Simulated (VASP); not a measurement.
# GaB (P4/mmm) in VASP: settings compared, part 2 of 2

VASP 6.6.1. Earlier steps stand in the parts before.

### 4 Single point, PBE0

File POSCAR:

```
GaB
1.0
    2.7182400000      0.0000000000      0.0000000000
    0.0000000000      2.7182400000      0.0000000000
    0.0000000000      0.0000000000      3.2362100000
Ga B
1 1
Direct
    0.5000000000      0.5000000000      0.5000000000
    0.0000000000      0.0000000000      0.0000000000
```

File INCAR.step1:

```
SYSTEM = GaB
  PREC = Accurate
  ENCUT = 520
  EDIFF = 1E-5
  ISMEAR = -1
  SIGMA = 0.05
  LREAL = .False.
  LASPH = .True.
  NELM = 80
  ALGO = Normal
  ISIF = 2
  LWAVE = .True.
  NBANDS = 15
  GGA = PE
```

File INCAR.step2:

```
SYSTEM = GaB
  PREC = Accurate
  ENCUT = 520
  EDIFF = 1E-6
  ISMEAR = -1
  SIGMA = 0.05
  LREAL = .False.
  LASPH = .True.
  NELM = 80
  ALGO = Normal
  ISIF = 2
  LWAVE = .False.
  LCHARG = .True.
  GGA = PE
  LHFCALC = .True.
  AEXX = 0.25
  PRECFOCK = Normal
  LELF = .True.
  LVHAR = .True.
  NBANDS = 15
  ISTART = 1
```

File KPOINTS:

```
regular mesh
0
Gamma
  6 6 5
  0 0 0
```

Potentials or basis: VASP PAW PBE potentials, release 64 (Ga_d, B).

Launch:

```bash
> cat potpaw_PBE.64/Ga_d/POTCAR potpaw_PBE.64/B/POTCAR > POTCAR
> cp INCAR.step1 INCAR
> mpirun -np 1 vasp_std > vasp.out
> cp INCAR.step2 INCAR
> mpirun -np 1 vasp_std > vasp.out
```

OUTCAR:

```text
SYSTEM = GaB
   PREC = Accurate
   ENCUT = 520
   EDIFF = 1E-6
   ISMEAR = -1
   LREAL = .False.
   LASPH = .True.
   NELM = 80
   ISIF = 2
   GGA = PE
   LHFCALC = .True.
   AEXX = 0.25
   PRECFOCK = Normal
   ISTART = 1

 ion  position               nearest neighbor table
   1  0.500  0.500  0.500-   2 2.51   2 2.51   2 2.51   2 2.51   2 2.51   2 2.51   2 2.51   2 2.51

   2  0.000  0.000  0.000-   1 2.51   1 2.51   1 2.51   1 2.51   1 2.51   1 2.51   1 2.51   1 2.51

  LATTYP: Found a simple tetragonal cell.
 ALAT       =     2.7182400000
 C/A-ratio  =     1.1905534463

[... 620 lines left out ...]
     11      18.5445      0.00000
     12      20.3234      0.00000
     13      21.8691      0.00000
     14      24.6455      0.00000
     15      25.9238      0.00000

 [... further k-points ...]
[... 5 lines left out ...]
  --------------------------------------------------------------------------------------
  -------------------------------------------------------------------------------------
  Total       -0.3021712     -0.3021712     -0.4773657      0.0000000      0.0000000      0.0000000
  in kB      -20.2465636    -20.2465636    -31.9852348      0.0000000      0.0000000      0.0000000
  external PRESSURE =     -24.1594540 kB  Pullay stress =       0.0000000 kB

 VOLUME and BASIS-vectors are now :
 -----------------------------------------------------------------------------
  energy-cutoff  :      520.00
  volume of cell :       23.91
      direct lattice vectors                 reciprocal lattice vectors
     2.718240000  0.000000000  0.000000000     0.367885102  0.000000000  0.000000000
     0.000000000  2.718240000  0.000000000     0.000000000  0.367885102  0.000000000
     0.000000000  0.000000000  3.236210000     0.000000000  0.000000000  0.309003433

 POSITION                                       TOTAL-FORCE (eV/Angst)
 -----------------------------------------------------------------------------------
      1.35912      1.35912      1.61810         0.000000      0.000000      0.000000
      0.00000      0.00000      0.00000         0.000000      0.000000      0.000000
 -----------------------------------------------------------------------------------
    total drift:                               -0.000000     -0.000000     -0.000000

  FREE ENERGIE OF THE ION-ELECTRON SYSTEM (eV)
  ---------------------------------------------------
  free  energy   TOTEN  =        -8.6999318332 eV

  energy  without entropy=       -8.6973924679  energy(sigma->0) =       -8.69866215
```

OUTCAR.step1:

```text
SYSTEM = GaB
   PREC = Accurate
   ENCUT = 520
   EDIFF = 1E-5
   ISMEAR = -1
   LREAL = .False.
[... 655 lines left out ...]
      1.35912      1.35912      1.61810         0.000000      0.000000      0.000000
      0.00000      0.00000      0.00000         0.000000      0.000000      0.000000
 -----------------------------------------------------------------------------------
    total drift:                               -0.000000      0.000000      0.000000

  FREE ENERGIE OF THE ION-ELECTRON SYSTEM (eV)
  ---------------------------------------------------
  free  energy   TOTEN  =        -7.1176059428 eV

  energy  without entropy=       -7.1099279836  energy(sigma->0) =       -7.11376696
```

OSZICAR.step1:

```text
N       E                     dE             d eps       ncg     rms          rms(c)
DAV:   1     0.645168498035E+02    0.64517E+02   -0.79339E+03   939   0.194E+03
DAV:   2    -0.335853410019E+01   -0.67875E+02   -0.62879E+02  1054   0.304E+02
DAV:   3    -0.733513075095E+01   -0.39766E+01   -0.39561E+01  1026   0.554E+01
DAV:   4    -0.736712025303E+01   -0.31990E-01   -0.31986E-01  1117   0.542E+00
DAV:   5    -0.736741224873E+01   -0.29200E-03   -0.29200E-03  1070   0.515E-01    0.214E+00
DAV:   6    -0.714019383766E+01    0.22722E+00   -0.23133E-01  1268   0.111E+01    0.905E-01
DAV:   7    -0.712135809230E+01    0.18836E-01   -0.30625E-02  1236   0.139E+00    0.418E-01
DAV:   8    -0.711775317911E+01    0.36049E-02   -0.41921E-03  1111   0.936E-01    0.790E-02
DAV:   9    -0.711761065381E+01    0.14253E-03   -0.49576E-04  1152   0.437E-01    0.189E-02
DAV:  10    -0.711760594284E+01    0.47110E-05   -0.24468E-05  1017   0.638E-02
   1 F= -.71176059E+01 E0= -.71137670E+01  d E =-.767796E-02
```

Wall time 39 min (1 thread of Intel Xeon 8259CL, shared host); peak memory 0.15 GiB.

What came out:

* Free energy: -8.6999 eV
* Pressure: -2.4 GPa
* Band gap on the k mesh: zero (bands 8 and 9 overlap by 9.05 eV)

Caveat: the k points lie up to 0.39 Å⁻¹ apart, too coarse for converged energies and pressures of a metal; the PAW data sets were made with another functional, which shifts forces and pressure a little.

### 5 Overview

```csv
task,level,cell,k mesh,cutoff (eV),grid for exact exchange (PRECFOCK),share of exact exchange,gap on the mesh (eV),pressure (GPa)
relaxation of cell and atoms,PBE,relaxed to 20 GPa,10 × 10 × 8,600,-,-,none,20.0
relaxation of cell and atoms,PBE,relaxed to 30 GPa,10 × 10 × 8,600,-,-,none,30.0
single point,PBE0,as given,6 × 6 × 5,520,Normal,0.25,none,-2.4
```

Alike in all rows: potentials or basis VASP PAW PBE potentials, release 64 (Ga_d, B); no spin polarisation; smearing fermi-dirac 0.05 eV.

Caveats: some runs use coarse meshes; the cell is relaxed towards a set pressure, so the run minimises the enthalpy, not the energy (at least some runs); the PAW data sets were made with another functional, which shifts forces and pressure a little (at least some runs).

Absolute energies hang on the potentials; compare differences alone.
